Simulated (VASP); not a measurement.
Ba, 1 atom in the cell. It takes space group Im-3m (No. 229, cubic). Conventional cell: a = 5.120 Å, b = 5.120 Å, c = 5.120 Å, α = 90.00°, β = 90.00°, γ = 90.00°. Ba (site symmetry m-3m) has 14 Ba at 4.43 to 5.12 Å within 5.8 Å. 

- Program: VASP 6.6.1
- Task: single point
- Functional: revPBE
- Potentials or basis: VASP PAW PBE potentials, release 64 (Ba_sv)
- Cutoff: 520 eV
- k mesh: 14 × 14 × 14
- Occupations: fermi-dirac, width 0.1 eV
- Spin: no spin polarisation
- Dipole correction: no
- Further INCAR settings: ALGO = Normal; EDIFF = 1e-06; NBANDS = 11

Potentials or basis: VASP PAW PBE potentials, release 64 (Ba_sv).

Command:

```bash
$ cat potpaw_PBE.64/Ba_sv/POTCAR > POTCAR
$ mpirun -np 1 vasp_std > vasp.out
```

Hardware: 1 thread of AMD EPYC 9R45 96-Core Processor (Zen 5) (shared host).

Question: Estimate the wall time of this run.

Answer: Wall time 44 s on 1 thread of AMD EPYC 9R45 96-Core Processor (Zen 5), on a shared host, peak memory 0.21 GiB. Counts: scf iterations 11, k points 104.
